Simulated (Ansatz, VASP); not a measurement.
**SnO in VASP and in Ansatz**

```
Sn O
1.0
     3.75062    0.00000    0.00000
     0.00000    3.75062    0.00000
     0.00000    0.00000    4.77064
Sn O
2 2
Direct
  0.00000 0.50000 0.23850
  0.50000 0.00000 0.76150
  0.00000 0.00000 0.00000
  0.50000 0.50000 0.00000
```

Change from the starting cell: volume scaled by 0.96.

Alike in both runs: task single point; functional PBE; k mesh 8 × 8 × 6; occupations fermi-dirac, width 0.01 eV; no spin polarisation.

|  | VASP | Ansatz |
| --- | --- | --- |
| version | VASP 6.6.1 | Ansatz 0.2.0 |
| potentials or method | VASP PAW PBE potentials, release 64 (Sn_d, O), cutoff 520 eV | all-electron LAPW, scalar-relativistic |

|  | VASP | Ansatz | Ansatz less VASP |
| --- | --- | --- | --- |
| pressure (GPa) | 9.0 | 8.7 | -0.33 |
| traceless stress, the component that is largest in VASP (GPa) | -1.49 | -1.50 | -0.007 |
| rms of the force components (eV/Å) | 0.438 | 0.397 | -0.0410 |

Atom by atom the forces differ by 0.041 eV/Å (rms over components). Ansatz ran all-electron here, and VASP with PAW potentials.
